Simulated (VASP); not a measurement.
Mg: single point with PBE

Mg:

```
CELL_PARAMETERS angstrom
-1.77276 1.77276 1.77276
1.77276 -1.77276 1.77276
1.77276 1.77276 -1.77276
ATOMIC_POSITIONS crystal
Mg 0.00000 0.00000 0.00000
```

```
Program             : VASP 6.6.1
Task                : single point
Functional          : PBE
Potentials or basis : VASP PAW PBE potentials, release 64 (Mg)
Cutoff              : 520 eV
k mesh              : 7 × 7 × 7
Occupations         : fermi-dirac, width 0.03 eV
Spin                : no spin polarisation
```

- Pressure: 0.8 GPa
- Band gap on the k mesh: zero (band 1 reaches 4.30 eV, above the bottom of band 2 at 2.25 eV)

Levels at points of the mesh, in eV from the Fermi level:
```tsv
k point	band 1	band 2	band 3	band 4	band 5	band 6
(0.00, 0.00, 0.00)	-6.84	13.45	13.45	13.45	15.49	15.49
```

It took 3.4 s on 1 thread of AMD EPYC 7R13, with other jobs on the host, peak memory 0.1 GiB.
